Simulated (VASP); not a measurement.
Runs of VASP 6.6.1 on BAs. The structure is that of space group F-43m (No. 216), or close to it. The cells are those of the table. 

```csv
cell,k mesh,cutoff (eV),smearing,gap on the mesh (eV),pressure (GPa)
"a = 3.103 Å, angles 60.0°, 2 atoms",8 × 8 × 8,500,gaussian 0.1 eV,0.93,64.9
"a = 3.167 Å, angles 60.0°, 2 atoms",8 × 8 × 8,500,gaussian 0.1 eV,(c),44.9
"a = 3.089 Å, angles 60.0°, 2 atoms",8 × 8 × 8,500,gaussian 0.1 eV,(b),70.0
"a = 2.934 Å, angles 60.0°, 2 atoms",8 × 8 × 8,500,gaussian 0.1 eV,(a),144.4
"a = 3.103 Å, angles 60.0°, 2 atoms",10 × 10 × 10,500,gaussian 0.02 eV,0.89,64.9
"a = 3.089 Å, angles 60.0°, 2 atoms",10 × 10 × 10,500,gaussian 0.02 eV,0.88,70.0
"a = 3.167 Å, angles 60.0°, 2 atoms",10 × 10 × 10,520,gaussian 0.02 eV,0.96,44.9
```

Alike in all rows: task single point; level PBE; potentials or basis VASP PAW PBE potentials, release 64 (B, As); no spin polarisation.

Task: Fill in the values left out.

Result: (a) 0.74; (b) 0.91; (c) 0.99.

A k mesh can miss the band edges, and the runs leave out spin-orbit coupling on As.
